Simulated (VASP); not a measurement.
Runs of VASP 6.6.1 on Na2Sb5. The structure is that of space group F-43m (No. 216), or close to it. The cells are those of the table. 

```csv
task,cell,k mesh,cutoff (eV),gap on the mesh (eV),pressure (GPa),largest force (eV/Å)
single point,"a = 7.814 Å, angles 60.0°, 7 atoms",4 × 4 × 4,520,none,0.1,0.02
single point,"a = 5.578 Å, angles 60.0°, 7 atoms",4 × 4 × 4,520,none,(a),(b)
single point,"a = 7.810 Å, angles 60.0°, 7 atoms",6 × 6 × 6,520,none,0.0,0.01
relaxation of cell and atoms,"relaxed from a = 7.814 Å, angles 60.0°, 7 atoms",6 × 6 × 6,600,none,0.0,-
```

Alike in all rows: level PBE; potentials or basis VASP PAW PBE potentials, release 64 (Na_pv, Sb); no spin polarisation; smearing gaussian 0.1 eV.

Problem. Fill in the values left out.

Solution. (a) 182.9; (b) 26.10.

Caveats: spin-orbit coupling is left out, which moves the levels of the heavy elements; forces of over 1 eV/Å act on the atoms, so gaps and moduli don't describe the material at rest (some runs).

A k mesh can miss the band edges, and the runs leave out spin-orbit coupling on Sb.

A gap of «none» marks levels without a gap at the run's occupations.
